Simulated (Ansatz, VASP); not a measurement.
## BP in VASP and in Ansatz

INCAR

```
PREC = Accurate
ENCUT = 500
EDIFF = 1E-6
ISMEAR = 0
SIGMA = 0.01
LREAL = False
LASPH = True
NELM = 120
ALGO = Normal
ISIF = 2
LWAVE = False
LCHARG = False
GGA = PE
NBANDS = 11
GGA_COMPAT = False
```

Contents of KPOINTS:

```
regular mesh
0
Gamma
  10 10 10
```

POSCAR

```
BP
1.0
    0.0000000000      2.2683154755      2.2683154755
    2.2683154755      0.0000000000      2.2683154755
    2.2683154755      2.2683154755      0.0000000000
B P
1 1
Direct
    0.0000000000      0.0000000000      0.0000000000
    0.2500000000      0.2500000000      0.2500000000
```

Input for Ansatz:

```yaml
crystal:
  lattice:
    - [0.0, 2.2683154755, 2.2683154755]
    - [2.2683154755, 0.0, 2.2683154755]
    - [2.2683154755, 2.2683154755, 0.0]
  atoms:
    - { symbol: B, position: [0.0, 0.0, 0.0] }
    - { symbol: P, position: [0.25, 0.25, 0.25] }
kpoints:
  mp_grid: { grid: [10, 10, 10] }
  band_path:
    path:
      - [0.0, 0.0, 0.0]
      - [-0.5, -0.5, 0.0]
      - [-0.375, -0.375, 0.25]
      - [-0.375, 0.0, 0.375]
      - [0.0, 0.0, 0.5]
      - [-0.5, -0.25, 0.25]
      - [0.0, 0.414062, 0.414062]
    npoints: 1
hamiltonian:
  xc: pbe
scf:
  occupations: { method: fixed }
  n_extra_bands: 4
output:
  forces: true
  stress: true
  eigenvalues: true
```

Alike in both runs: task single point; functional PBE; k mesh 10 × 10 × 10; no spin polarisation.

|  | VASP | Ansatz |
| --- | --- | --- |
| version | VASP 6.6.1 | Ansatz 0.2.0 |
| potentials or method | VASP PAW PBE potentials, release 64 (B, P) | plane waves, PAW |
| plane-wave cutoff (eV) | 500 | 420 |
| occupations | gaussian, width 0.01 eV | fixed |
| valence electrons in the cell | 8 | 8 |

```csv
,VASP,Ansatz,Ansatz less VASP
gap on the k mesh at the Fermi level (eV),1.24,1.24,+0.004
pressure (GPa),1.0,1.3,+0.24
```
